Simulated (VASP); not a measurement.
**MgTi2: single point with LDA**

MgTi2:

```
Mg Ti
1.0
     5.14389    0.00000    0.00000
    -2.57194    4.45474    0.00000
     0.00000    0.00000    4.89179
Mg Ti
2 4
Direct
  0.66667 0.33333 0.00000
  0.33333 0.66667 0.00000
  0.00000 0.31613 0.50000
  0.68387 0.68387 0.50000
  0.31613 0.00000 0.50000
  0.00000 0.00000 0.00000
```

```
Program                : VASP 6.6.1
Task                   : single point
Functional             : LDA
Potentials or basis    : VASP PAW LDA potentials, release 64 (Mg, Ti_sv)
Cutoff                 : 520 eV
k mesh                 : 5 × 5 × 5
Occupations            : methfessel-paxton, width 0.1 eV
Spin                   : no spin polarisation
Dipole correction      : no
Further INCAR settings : ALGO = Normal; EDIFF = 1e-06; NBANDS = 35
```

```json
{
 "Pressure": "-6.5 GPa",
 "Largest force": "0.202 eV/Å",
 "Band gap on the k mesh": "zero (band 26 reaches 5.93 eV, above the bottom of band 27 at 5.50 eV)"
}
```

Forces on the atoms (eV/Å):
```
Mg   0.000  0.000  0.000
Mg   0.000  0.000  0.000
Ti   0.101 -0.175  0.000
Ti   0.101  0.175  0.000
Ti  -0.202  0.000  0.000
Ti   0.000  0.000  0.000
```

Stress tensor (GPa, compression positive):
```
-6.56  0.00  0.00
 0.00 -6.56  0.00
 0.00  0.00 -6.27
```

Levels at points of the mesh, in eV from the Fermi level:
| k point | band 23 | band 24 | band 25 | band 26 | band 27 | band 28 | band 29 | band 30 |
| --- | --- | --- | --- | --- | --- | --- | --- | --- |
| (0.00, 0.00, 0.00) | -0.59 | -0.59 | -0.37 | -0.32 | -0.32 | 0.14 | 0.28 | 1.06 |

Wall time 50 s on 1 thread of Intel(R) Xeon(R) 6975P-C (Granite Rapids), on a shared host, peak memory 0.21 GiB.
